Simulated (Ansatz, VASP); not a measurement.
## One calculation of CoO, two programs

Contents of INCAR:

```
PREC = Accurate
ENCUT = 600
EDIFF = 1E-6
ISMEAR = -1
SIGMA = 0.05
LREAL = F
LASPH = T
NELM = 200
ALGO = Normal
ISIF = 2
LWAVE = F
LCHARG = T
ISPIN = 2
MAGMOM = 2 0
LORBIT = 11
LMAXMIX = 4
GGA = PS
LELF = T
LVHAR = T
NBANDS = 22
GGA_COMPAT = F
```

The input KPOINTS:

```
regular mesh
0
Gamma
  10 10 10
```

POSCAR

```
CoO
1.0
    1.5695123000      0.9061583489      2.5140792326
   -1.5695123000      0.9061583489      2.5140792326
    0.0000000000     -1.8123166978      2.5140792326
Co O
1 1
Direct
    0.9989783200      0.9989783200      0.9989783200
    0.7510210300      0.7510210300      0.7510210300
```

File input.yaml:

```yaml
crystal:
  lattice:
    - [1.5695123, 0.9061583489, 2.5140792326]
    - [-1.5695123, 0.9061583489, 2.5140792326]
    - [0.0, -1.8123166978, 2.5140792326]
  atoms:
    - { symbol: Co, position: [0.99897832, 0.99897832, 0.99897832], spin: 2.0 }
    - { symbol: O, position: [0.75102103, 0.75102103, 0.75102103] }
hamiltonian:
  xc: pbesol
  pseudopotentials: { kind: paw }
magnetization:
  spin_polarized: true
kpoints:
  mp_grid: { grid: [10, 10, 10] }
scf:
  occupations: { method: fermi_dirac, width: 0.05 }
output:
  forces: true
  stress: true
  eigenvalues: true
  write_density: true
  write_potential: true
  elf: true
  volumetric_format: npy
```

Alike in both runs: task single point; functional PBEsol; k mesh 10 × 10 × 10; occupations fermi-dirac, width 0.05 eV; collinear spin.

```csv
,VASP,Ansatz
version,VASP 6.6.1,Ansatz 0.2.0
potentials or method,"VASP PAW PBE potentials, release 64 (Co_sv, O)",Ansatz PAW
plane-wave cutoff (eV),600,420
valence electrons in the cell,23,23
```

Ansatz gave:

```
gap on the k mesh at the Fermi level (eV)                     : none
pressure (GPa)                                                : -2.0
traceless stress, the component that is largest in VASP (GPa) : 3.92
rms of the force components (eV/Å)                            : 0.164
net moment per atom (μB)                                      : 1.20
size of the moment on the site where the two differ most (μB) : 1.92
```

Task: Which values does VASP return?

Result: gap on the k mesh at the Fermi level (eV): none; pressure (GPa): -4.1; traceless stress, the component that is largest in VASP (GPa): 3.91; rms of the force components (eV/Å): 0.162; net moment per atom (μB): 1.19; size of the moment on the site where the two differ most (μB): 2.03.

VASP's potentials were made for PBE, not for PBEsol. Site moments also hang on the region over which each program counts them. Atom by atom the forces differ by 0.002 eV/Å (rms over components). A gap of «none» marks a metal or a gap that the smearing closes.
